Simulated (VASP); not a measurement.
# HC12 in VASP: a series of runs

The runs below take HC12 through single point, with LDA.

Program: VASP 6.6.1. These are calculated values, not measurements. Logs are shortened: lines on timing, memory, paths and dates and some standing lists are left out, and cuts for length are marked.

## (1) The cell of the first run

The cell holds a slab with vacuum, 26 atoms: a = 4.889 Å, b = 7.202 Å, c = 22.768 Å, α = 90.00°, β = 90.00°, γ = 109.84°.

## (2) Single point, LDA

INCAR reads:

```
PREC = Accurate ; ENCUT = 520
EDIFF = 1E-6 ; ISMEAR = 0
SIGMA = 0.05 ; LREAL = Auto
LASPH = True ; NELM = 100
ALGO = Normal ; ISIF = 2
LWAVE = False ; LCHARG = False
LDIPOL = True ; IDIPOL = 3
DIPOL = 0.5 0.5 0.295 ; NBANDS = 68
```

KPOINTS reads:

```
regular mesh
0
Gamma
  6 4 1
```

POSCAR reads:

```
HC12
1.0
    4.8892663280      0.0000000000      0.0000000000
   -2.4446331640      6.7739291692      0.0000000000
    0.0000000000      0.0000000000     22.7684096771
C H
24 2
Direct
    0.4020794403      0.3041588806      0.1756820110
    0.4020794403      0.8041588805      0.1756820110
    0.9020794403      0.3041588806      0.1756820110
    0.9020794403      0.8041588805      0.1756820110
    0.1630408159      0.3260816317      0.2059829668
    0.1630408159      0.8260816317      0.2059829668
    0.6630408159      0.3260816317      0.2059829668
    0.6630408159      0.8260816317      0.2059829668
    0.1846395683      0.3692791367      0.2666259491
    0.1846395683      0.8692791367      0.2666259491
    0.6846395683      0.3692791367      0.2666259491
    0.6846395683      0.8692791367      0.2666259491
    0.4461625696      0.3923265051      0.2960492075
    0.4461625696      0.8923265051      0.2960492075
    0.9461625696      0.3923265051      0.2960492075
    0.9461625696      0.8923265051      0.2960492075
    0.4715644646      0.4431294558      0.3591099590
    0.4715644646      0.9431294558      0.3591099590
    0.9715644646      0.4431294558      0.3591099590
    0.9715644646      0.9431294558      0.3591099590
    0.2327030006      0.4654044969      0.3851129614
    0.2327030006      0.9654044969      0.3851129614
    0.7327030006      0.4654044969      0.3851129614
    0.7327030006      0.9654044969      0.3851129614
    0.2327030006      0.9133323862      0.4610954312
    0.2327030006      1.0174766075      0.4610954312
```

Potentials or basis: VASP PAW LDA potentials, release 64 (C, H).

On the command line:

```
> cat potpaw_LDA.64/C/POTCAR potpaw_LDA.64/H/POTCAR > POTCAR
> mpirun -np 1 vasp_std > vasp.out
```

OUTCAR:

```text
PREC = Accurate
   ENCUT = 520
   EDIFF = 1E-6
   ISMEAR = 0
   LREAL = Auto
   LASPH = True
   NELM = 100
   ISIF = 2

 ion  position               nearest neighbor table
   1  0.402  0.304  0.176-   5 1.41   7 1.41
   2  0.402  0.804  0.176-   8 1.41   6 1.41
   3  0.902  0.304  0.176-   7 1.41   5 1.41
   4  0.902  0.804  0.176-   6 1.41   8 1.41
   5  0.163  0.326  0.206-   1 1.41   3 1.41   9 1.41
   6  0.163  0.826  0.206-   4 1.41   2 1.41  10 1.41
   7  0.663  0.326  0.206-   3 1.41   1 1.41  11 1.41
   8  0.663  0.826  0.206-   2 1.41   4 1.41  12 1.41
   9  0.185  0.369  0.267-  13 1.40  15 1.40   5 1.41
  10  0.185  0.869  0.267-  14 1.40  16 1.40   6 1.41
[... 8 lines left out ...]
  19  0.972  0.443  0.359-  23 1.37  21 1.37  15 1.48
  20  0.972  0.943  0.359-  24 1.37  22 1.37  16 1.48
  21  0.233  0.465  0.385-  17 1.37  19 1.37
  22  0.233  0.965  0.385-  18 1.37  20 1.37
  23  0.733  0.465  0.385-  19 1.37  17 1.37
  24  0.733  0.965  0.385-  20 1.37  18 1.37
  25  0.233  0.913  0.461-  26 0.75
  26  0.233  0.017  0.461-  25 0.75

  LATTYP: Found a base centered orthorhombic cell.
 ALAT       =     4.8892663280
 B/A-ratio  =     2.7709389159
 C/A-ratio  =     4.6568151845

  Lattice vectors:

 A1 = (   2.4446331640,  -6.7739291692,   0.0000000000)
 A2 = (   2.4446331640,   6.7739291692,   0.0000000000)
 A3 = (   0.0000000000,   0.0000000000,  22.7684096771)

Analysis of symmetry for initial positions (statically):
=====================================================================
 Subroutine PRICEL returns:
 Original cell was already a primitive cell.

 Routine SETGRP: Setting up the symmetry group for a
 base centered orthorhombic supercell.

 Subroutine GETGRP returns: Found  1 space group operations
 (whereof  1 operations were pure point group operations)
 out of a pool of  8 trial point group operations.

The static configuration has the point symmetry C_1 .

Analysis of symmetry for dynamics (positions and initial velocities):
=====================================================================
 Subroutine PRICEL returns:
 Original cell was already a primitive cell.

 Routine SETGRP: Setting up the symmetry group for a
 base centered orthorhombic supercell.

 Subroutine GETGRP returns: Found  1 space group operations
 (whereof  1 operations were pure point group operations)
 out of a pool of  8 trial point group operations.

The dynamic configuration has the point symmetry C_1 .

 Subroutine INISYM returns: Found  1 space group operations
 (whereof  1 operations are pure point group operations),
 and found     1 'primitive' translations

----------------------------------------------------------------------------------------

                                     Primitive cell

  volume of cell :     754.0793

  direct lattice vectors                    reciprocal lattice vectors
     4.889266328  0.000000000  0.000000000     0.204529664  0.073812405  0.000000000
    -2.444633164  6.773929169  0.000000000     0.000000000  0.147624809  0.000000000
     0.000000000  0.000000000 22.768409677     0.000000000  0.000000000  0.043920503

  length of vectors
     4.889266328  7.201551756 22.768409677     0.217441152  0.147624809  0.043920503

  position of ions in fractional coordinates (direct lattice)
     0.402079440  0.304158881  0.175682011
     0.402079440  0.804158880  0.175682011
     0.902079440  0.304158881  0.175682011
     0.902079440  0.804158880  0.175682011
     0.163040816  0.326081632  0.205982967
     0.163040816  0.826081632  0.205982967
[... 18 lines left out ...]
     0.232703001  0.913332386  0.461095431
     0.232703001  0.017476608  0.461095431

  ion indices of the primitive-cell ions
   primitive index   ion index
                 1           1
                 2           2
                 3           3
                 4           4
                 5           5
                 6           6
[... 18 lines left out ...]
                25          25
                26          26

----------------------------------------------------------------------------------------

 KPOINTS: regular mesh

Automatic generation of k-mesh.
 Grid dimensions read from file:
 generate k-points for:    6    4    1

 Generating k-lattice:

  Cartesian coordinates                     Fractional coordinates (reciprocal lattice)
     0.034088277  0.012302067  0.000000000     0.166666667  0.000000000  0.000000000
     0.000000000  0.036906202  0.000000000     0.000000000  0.250000000  0.000000000
     0.000000000  0.000000000  0.043920503     0.000000000  0.000000000  1.000000000

  Length of vectors
     0.036240192  0.036906202  0.043920503

  Shift w.r.t. Gamma in fractional coordinates (k-lattice)
     0.000000000  0.000000000  0.000000000

 -----------------------------------------------------------------------------
|                                                                             |
|           W    W    AA    RRRRR   N    N  II  N    N   GGGG   !!!           |
|           W    W   A  A   R    R  NN   N  II  NN   N  G    G  !!!           |
|           W    W  A    A  R    R  N N  N  II  N N  N  G       !!!           |
|           W WW W  AAAAAA  RRRRR   N  N N  II  N  N N  G  GGG   !            |
|           WW  WW  A    A  R   R   N   NN  II  N   NN  G    G                |
|           W    W  A    A  R    R  N    N  II  N    N   GGGG   !!!           |
|                                                                             |
|     Your reciprocal lattice and k-lattice belong to different lattice       |
|     classes:                                                                |
|                                                                             |
|        The reciprocal lattice is base centered orthorhombic,                |
|        whereas your k-lattice is simple monoclinic.                         |
|                                                                             |
|     Results are often still useful ...                                      |
|                                                                             |
 -----------------------------------------------------------------------------

 WARNING: IBZKPT: internal override: KBLOWUP is changed to .FALSE.
      ... skipping the blow-up phase ...

 Subroutine IBZKPT returns following result:
 ===========================================

 Found     14 irreducible k-points:

 Following reciprocal coordinates:
            Coordinates               Weight
  0.000000  0.000000  0.000000      1.000000
  0.166667  0.000000  0.000000      2.000000
  0.333333  0.000000  0.000000      2.000000
  0.500000  0.000000  0.000000      1.000000
  0.000000  0.250000  0.000000      2.000000
  0.166667  0.250000  0.000000      2.000000
  0.333333  0.250000  0.000000      2.000000
  0.500000  0.250000  0.000000      2.000000
 -0.333333  0.250000  0.000000      2.000000
 -0.166667  0.250000  0.000000      2.000000
  0.000000  0.500000  0.000000      1.000000
  0.166667  0.500000  0.000000      2.000000
  0.333333  0.500000  0.000000      2.000000
  0.500000  0.500000  0.000000      1.000000
   k-points           NKPTS =     14   k-points in BZ     NKDIM =     14   number of bands    NBANDS=     68
   number of dos      NEDOS =    301   number of ions     NIONS =     26
   total plane-waves  NPLWV = 349920
   dimension x,y,z NGX =    36 NGY =   54 NGZ =  180
   dimension x,y,z NGXF=    72 NGYF=  108 NGZF=  360
   ions per type =              24   2
   NGX,Y,Z   is equivalent  to a cutoff of  12.24, 12.47, 13.14 a.u.
   NGXF,Y,Z  is equivalent  to a cutoff of  24.48, 24.93, 26.29 a.u.
 SYSTEM =  unknown system
   PREC   = accura    normal or accurate (medium, high low for compatibility)
   ISTART =      0    job   : 0-new  1-cont  2-samecut
   ICHARG =      2    charge: 1-file 2-atom 10-const
   ISPIN  =      1    spin polarized calculation?
   LNONCOLLINEAR =      F non collinear calculations
   LSORBIT =      F    spin-orbit coupling
   LASPH  =      T    aspherical Exc in radial PAW
   ENCUT  =  520.0 eV  38.22 Ry    6.18 a.u.   9.09 13.39 42.33*2*pi/ulx,y,z
   NELM   =    100;   NELMIN=  2; NELMDL= -5     # of ELM steps
   EDIFF  = 0.1E-05   stopping-criterion for ELM
   LREAL  =      T    real-space projection
   EDIFFG = 0.1E-04   stopping-criterion for IOM
   NSW    =      0    number of steps for IOM
   IBRION =     -1    ionic relax: 0-MD 1-quasi-New 2-CG
   NFREE  =      0    steps in history (QN), initial steepest desc. (CG)
   ISIF   =      2    stress and relaxation
   ISYM   =      2    0-nonsym 1-usesym 2-fastsym
   POTIM  = 0.5000    time-step for ionic-motion
   TEBEG  =    0.0;   TEEND  =   0.0 temperature during run
   PSTRESS=    0.0 pullay stress
   NELECT =      98.0000    total number of electrons
   NUPDOWN=      -1.0000    fix difference up-down
   EMIN   =  10.00;   EMAX   =-10.00  energy-range for DOS
   EFERMI =   0.00;   METHOD = LEGACY
   ISMEAR =     0;   SIGMA  =   0.05  broadening in eV -4-tet -1-fermi 0-gaus
   EFERMI_NEDOS =   21; number of points for ismear=-14 and -15
   IALGO  =     38    algorithm
   IMIX   =      4    mixing-type and parameters
     AMIX     =   0.40;   BMIX     =  1.00
     AMIX_MAG =   1.60;   BMIX_MAG =  1.00
  volume/ion in A,a.u.               =      29.00       195.72
  Fermi-wavevector in a.u.,A,eV,Ry     =   0.829235  1.567028  9.355793  0.687631
  Thomas-Fermi vector in A             =   1.941748
   LORBIT       =      0    0 simple, 1 ext, 2 COOP (PROOUT), +10 PAW based schemes
   GGA     = CA    functional components
   LHFCALC =     F    Hartree Fock is set to
   AEXX    =    0.0000 exact exchange contribution
   IVDW    =     0    specifies the selected vdW correction
   LEPSILON=     F    determine dielectric tensor
   LRPA    =     F    only Hartree local field effects (RPA)
 non-spin polarized calculation
 Gauss-broadening in eV      SIGMA  =   0.05
  energy-cutoff  :      520.00
  volume of cell :      754.08
 maximum number of plane-waves:     20327
   NGX = 19   NGY = 27   NGZ = 85

 dipolmoment           0.000000      0.000000      0.490950 electrons x Angstroem

 number of electron      98.0000001 magnetization

 dipolmoment           0.000000      0.000000     -0.325344 electrons x Angstroem

 Free energy of the ion-electron system (eV)
  ---------------------------------------------------
  ext. energy  EPLUGINS =         0.00000000
  ---------------------------------------------------
  free energy    TOTEN  =      -221.54351193 eV

  energy without entropy =     -221.51124229  energy(sigma->0) =     -221.52737711

 E-fermi :  -3.2507     XC(G=0):  -3.9056

 val. band max:       -3.2533812993   @ k =   0.5000   0.2500   0.0000
 cond. band min:      -3.2481850077   @ k =   0.3333   0.0000   0.0000
 fundamental gap:      0.0051962916
 Fermi energy:        -3.2506837604

 k-point     1 :       0.0000    0.0000    0.0000
  band No.  band energies     occupation
      1     -22.2054      2.00000
      2     -21.8606      2.00000
      3     -20.5162      2.00000
      4     -20.1961      2.00000
      5     -18.0461      2.00000
      6     -17.8624      2.00000
[... 885 lines left out ...]
     60       2.2658      0.00000
     61       2.4844      0.00000
 [bands above 61 left out]

------------------------ aborting loop because EDIFF is reached ----------------------------------------

 vacuum level on the upper side and lower side of the slab       (xc-potential included)        -0.970         0.760

  FORCE on cell =-STRESS in cart. coord.  units (eV):
  Direction    XX          YY          ZZ          XY          YZ          ZX
  --------------------------------------------------------------------------------------
  -------------------------------------------------------------------------------------
  Total        2.6704633     -0.5158684      2.6640158     -0.4791733      1.0929787      0.0345694
  in kB        5.6738800     -1.0960553      5.6601812     -1.0180899      2.3222299      0.0734489
  external PRESSURE =       3.4126686 kB  Pullay stress =       0.0000000 kB

 VOLUME and BASIS-vectors are now :
 -----------------------------------------------------------------------------
  energy-cutoff  :      520.00
  volume of cell :      754.08
      direct lattice vectors                 reciprocal lattice vectors
     4.889266328  0.000000000  0.000000000     0.204529664  0.073812405  0.000000000
    -2.444633164  6.773929169  0.000000000     0.000000000  0.147624809  0.000000000
     0.000000000  0.000000000 22.768409677     0.000000000  0.000000000  0.043920503

 POSITION                                       TOTAL-FORCE (eV/Angst)
 -----------------------------------------------------------------------------------
      1.22232      2.06035      4.00000         0.001895      0.319211      1.887651
      0.00000      5.44732      4.00000         0.228308      0.318472      1.754405
      3.66695      2.06035      4.00000         0.001394      0.340183      1.878559
      2.44463      5.44732      4.00000        -0.223527      0.321170      1.753337
      0.00000      2.20885      4.68990        -0.000555     -0.728908     -3.543522
     -1.22232      5.59582      4.68990        -0.001043     -0.748347     -3.395826
[... 18 lines left out ...]
     -1.09502      6.18685     10.49841         0.699825     -1.891450     -0.135206
      1.09502      0.11839     10.49841        -0.680046      1.841989     -0.342186
 -----------------------------------------------------------------------------------
    total drift:                               -0.009852      0.011020      0.022948

  FREE ENERGIE OF THE ION-ELECTRON SYSTEM (eV)
  ---------------------------------------------------
  free  energy   TOTEN  =      -221.5435119303 eV

  energy  without entropy=     -221.5112422904  energy(sigma->0) =     -221.52737711

 vacuum level on the upper side and lower side of the slab         2.040         3.804
```

It took 39 min on 1 thread of Intel Xeon Platinum 8259CL at 2.50GHz (Skylake/Cascade Lake), shared host; peak memory 0.8 GiB.

Results:

| Property | Result |
| --- | --- |
| Free energy | -221.5435 eV |
| Largest force | 3.618 eV/Å |
| Band gap on the k mesh | zero (band 49 reaches -3.24 eV, above the bottom of band 50 at -3.24 eV) |

Forces in eV/Å, atoms in the order of the input:
```
C    0.002  0.319  1.888
C    0.228  0.318  1.754
C    0.001  0.340  1.879
C   -0.224  0.321  1.753
C   -0.001 -0.729 -3.544
C   -0.001 -0.748 -3.396
C    0.000 -0.728 -3.540
C   -0.001 -0.643 -3.025
C   -0.008  0.379  1.549
C   -0.007  0.280  1.189
C    0.000  0.378  1.546
C    0.000  0.407  1.476
C    0.006 -0.018  0.026
C   -0.276  0.149  0.349
C    0.000  0.035  0.011
C    0.279  0.139  0.346
C    0.001 -0.085 -0.278
C    0.525 -0.107  0.074
C    0.003 -0.088 -0.325
C   -0.528 -0.163  0.064
C   -0.031  0.133  0.414
C   -0.032 -0.085 -1.203
C    0.025  0.126  0.387
C    0.017  0.121  1.082
H    0.700 -1.891 -0.135
H   -0.680  1.842 -0.342
```

Levels at points of the mesh, in eV from the Fermi level:
| k point | band 45 | band 46 | band 47 | band 48 | band 49 | band 50 | band 51 | band 52 | band 53 | band 54 |
| --- | --- | --- | --- | --- | --- | --- | --- | --- | --- | --- |
| (0.00, 0.00, 0.00) | -0.43 | -0.41 | -0.26 | -0.25 | -0.14 | 0.01 | 0.37 | 0.55 | 0.78 | 0.79 |
| (0.50, 0.00, 0.00) | -1.41 | -0.19 | -0.11 | -0.07 | -0.02 | 0.02 | 0.09 | 0.13 | 0.37 | 2.58 |
| (0.00, 0.50, 0.00) | -0.43 | -0.40 | -0.26 | -0.25 | -0.19 | 0.09 | 0.42 | 0.55 | 0.88 | 0.91 |
| (0.50, 0.50, 0.00) | -1.41 | -0.19 | -0.11 | -0.07 | -0.02 | 0.02 | 0.09 | 0.13 | 0.37 | 2.58 |

## (3) Single point, LDA

INCAR reads:

```
SYSTEM = HC12
PREC     = Accurate       ! precision mode
ENCUT    = 520            ! plane-wave cutoff, eV
EDIFF    = 1E-6           ! SCF threshold, eV
ISMEAR   = 0              ! smearing method
SIGMA    = 0.05           ! smearing width, eV
LREAL    = Auto         
LASPH    = .True.         ! aspherical terms in the spheres
NELM     = 60             ! most SCF steps
ALGO     = Normal         ! electronic algorithm
ISIF     = 2              ! what is computed and relaxed
LWAVE    = .False.        ! write WAVECAR
LCHARG   = .False.        ! write CHGCAR
LDIPOL   = .True.       
IDIPOL   = 3            
DIPOL    = 0.5 0.5 0.294
NBANDS   = 68             ! bands
```

KPOINTS reads:

```
Automatic mesh
0
Gamma
  6 4 1
  0 0 0
```

Changes to POSCAR since step 2:

```diff
@@ -32,3 +32,3 @@
     0.7327030006      0.9654044969      0.3851129614
-    0.2327030006      0.9133323862      0.4610954312
-    0.2327030006      1.0174766075      0.4610954312
+    0.2327030006      0.9133323862      0.4470408703
+    0.2327030006      1.0174766075      0.4470408703
```

Potentials or basis: VASP PAW LDA potentials, release 64 (C, H).

On the command line:

```
> cat potpaw_LDA.64/C/POTCAR potpaw_LDA.64/H/POTCAR > POTCAR
> mpirun -np 1 vasp_std > vasp.out
```

Run time: 48 min. Hardware: 1 thread of AMD EPYC 7R43 (Zen 3), shared host; peak memory 0.78 GiB.

It converged, with:

- Free energy: -221.9580 eV
- Largest force: 3.917 eV/Å
- Band gap on the k mesh: zero (band 49 reaches -3.06 eV, above the bottom of band 50 at -3.08 eV)

Forces in eV/Å, atoms in the order of the input:
```
C    0.004  0.338  1.915
C    0.332  0.387  2.057
C   -0.001  0.356  1.898
C   -0.330  0.401  2.056
C    0.002 -0.754 -3.557
C   -0.002 -0.838 -3.815
C   -0.002 -0.753 -3.550
C    0.004 -0.664 -3.065
C   -0.022  0.382  1.557
C   -0.014  0.279  1.199
C    0.016  0.382  1.554
C    0.002  0.402  1.377
C    0.007  0.002  0.054
C   -0.186  0.271  0.669
C   -0.002  0.068  0.021
C    0.190  0.250  0.656
C    0.003 -0.074 -0.348
C    1.659 -0.185 -0.457
C    0.004 -0.089 -0.400
C   -1.676 -0.401 -0.451
C   -0.034  0.135  0.448
C   -0.062 -0.107  1.094
C    0.025  0.126  0.415
C    0.044  0.103  0.938
H    1.109 -3.551 -0.972
H   -1.073  3.539 -1.293
```

Levels at points of the mesh, in eV from the Fermi level:
```
           k point  band 46  band 47  band 48  band 49  band 50  band 51  band 52  band 53
(0.00, 0.00, 0.00)    -0.31    -0.29    -0.26    -0.22    -0.01     0.39     0.60     0.75
(0.50, 0.00, 0.00)    -0.18    -0.13    -0.08    -0.04     0.02     0.08     0.12     1.30
(0.00, 0.50, 0.00)    -0.41    -0.29    -0.26    -0.17     0.06     0.44     0.55     0.88
(0.50, 0.50, 0.00)    -0.19    -0.13    -0.09    -0.03     0.02     0.08     0.13     1.30
```

(Part 1 of 2 ends here.)
